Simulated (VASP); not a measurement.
Set up this calculation in VASP 6.6.1, as the native input.

```yaml
Task: single point
Functional: r2SCAN
Potentials_or_basis: VASP PAW PBE potentials, release 64 (Be)
Cutoff: 520 eV
k_mesh: 2 × 2 × 2
Occupations: fermi-dirac, width 0.3 eV
Spin: no spin polarisation
Dipole_correction: no
Further_INCAR_settings: LREAL = Auto; ALGO = Normal; EDIFF = 1e-06; NBANDS = 60
```

Be:

```
Be
1.0
     7.19763    0.00000    0.00000
    -3.59881    6.23333    0.00000
     0.00000    0.00000    7.51912
Be
36
Direct
  0.97256 0.96310 0.97069
  0.04975 0.23511 0.33061
  0.06016 0.99126 0.48504
  0.02077 0.18075 0.68054
  0.84981 0.36900 0.01325
  0.15621 0.69160 0.28276
  0.04140 0.43086 0.48266
  0.04466 0.53849 0.79406
  0.07322 0.77843 0.03594
  0.13905 0.00267 0.25524
  0.94578 0.65490 0.49797
  0.10580 0.85818 0.72111
  0.27056 0.00042 0.03547
  0.52829 0.29541 0.24700
  0.40383 0.02451 0.48264
  0.42462 0.17037 0.74292
  0.27937 0.30233 0.08610
  0.33566 0.51643 0.28437
  0.35535 0.33435 0.48460
  0.34922 0.58993 0.82061
  0.33747 0.73327 0.07682
  0.46922 0.84741 0.32631
  0.35457 0.72640 0.54658
  0.41625 0.87587 0.80673
  0.73308 0.02150 0.10271
  0.76610 0.25404 0.25736
  0.74554 0.11820 0.53368
  0.75973 0.25505 0.76106
  0.55441 0.18006 0.95510
  0.79993 0.58250 0.20504
  0.65952 0.36087 0.49043
  0.80735 0.61388 0.75490
  0.68191 0.69799 0.99451
  0.78918 0.86620 0.25341
  0.66400 0.70205 0.45685
  0.70551 0.92897 0.72540
```

These files were run (other wordings do the same):

POSCAR

```
Be
1.0
    7.1976270000      0.0000000000      0.0000000000
   -3.5988140000      6.2333280000      0.0000000000
    0.0000000000      0.0000000000      7.5191210000
Be
36
Direct
   -0.0274382900     -0.0368984273     -0.0293119369
    0.0497534693      0.2351071530      0.3306104530
    0.0601634965     -0.0087433230      0.4850433980
    0.0207708208      0.1807541654      0.6805449733
   -0.1501934593      0.3690003157      0.0132462292
    0.1562122194      0.6916048698      0.2827591151
    0.0414011161      0.4308613312      0.4826628006
    0.0446583478      0.5384924394      0.7940555818
    0.0732212559      0.7784284735      0.0359350515
    0.1390513269      1.0026746547      0.2552426008
   -0.0542179344      0.6548989561      0.4979704410
    0.1058015564      0.8581772049      0.7211082253
    0.2705615491      0.0004171127      0.0354695715
    0.5282897967      0.2954120175      0.2469969562
    0.4038301972      0.0245133900      0.4826362018
    0.4246185658      0.1703744773      0.7429192854
    0.2793721741      0.3023264619      0.0861004897
    0.3356590247      0.5164335969      0.2843683457
    0.3553470929      0.3343478797      0.4846045169
    0.3492168525      0.5899256384      0.8206145373
    0.3374716653      0.7332680071      0.0768174897
    0.4692213047      0.8474124898      0.3263147381
    0.3545730524      0.7264016910      0.5465798462
    0.4162485610      0.8758724072      0.8067299356
    0.7330839657      0.0214973446      0.1027114739
    0.7661044749      0.2540376505      0.2573572097
    0.7455362338      0.1182033097      0.5336794022
    0.7597325563      0.2550483466      0.7610597037
    0.5544074477      0.1800643252     -0.0448988652
    0.7999304946      0.5824978246      0.2050372643
    0.6595217897      0.3608666189      0.4904296659
    0.8073537364      0.6138775306      0.7549020690
    0.6819102784      0.6979899020     -0.0054926633
    0.7891750512      0.8661986021      0.2534072799
    0.6640025657      0.7020487290      0.4568486130
    0.7055109749      0.9289740569      0.7254039402
```

INCAR.step1

```
  ALGO = Normal
  EDIFF = 1E-4
  ENCUT = 520
  GGA = PE
  ISMEAR = -1
  LASPH = True
  LCHARG = False
  LREAL = Auto
  LWAVE = True
  NBANDS = 60
  NELM = 60
  PREC = Accurate
  SIGMA = 0.3
```

INCAR.step2

```
  ALGO = Normal
  EDIFF = 1E-6
  ENCUT = 520
  ISIF = 2
  ISMEAR = -1
  ISTART = 1
  LASPH = True
  LCHARG = False
  LMIXTAU = True
  LREAL = Auto
  LWAVE = False
  METAGGA = R2SCAN
  NBANDS = 60
  NELM = 60
  PREC = Accurate
  SIGMA = 0.3
```

KPOINTS

```
k-points
0
Gamma
  2 2 2
```

Potentials or basis: VASP PAW PBE potentials, release 64 (Be).

Run with:

```sh
$ cat potpaw_PBE.64/Be/POTCAR > POTCAR
$ cp INCAR.step1 INCAR
$ mpirun -np 1 vasp_std > vasp.out
$ cp INCAR.step2 INCAR
$ mpirun -np 1 vasp_std > vasp.out
```

It gave:

- Pressure: 3.8 GPa
- Largest force: 9.479 eV/Å
- Band gap on the k mesh: zero (bands 36 and 37 overlap by 0.40 eV)

Caveat: the k points lie up to 0.50 Å⁻¹ apart; so wide a smearing shifts energies and pressures; the PAW data sets were made with another functional, which shifts forces and pressure a little.

Run time: 19 min on 1 thread of Intel(R) Xeon(R) Platinum 8488C (Sapphire Rapids), with other jobs on the host, peak memory 0.46 GiB.
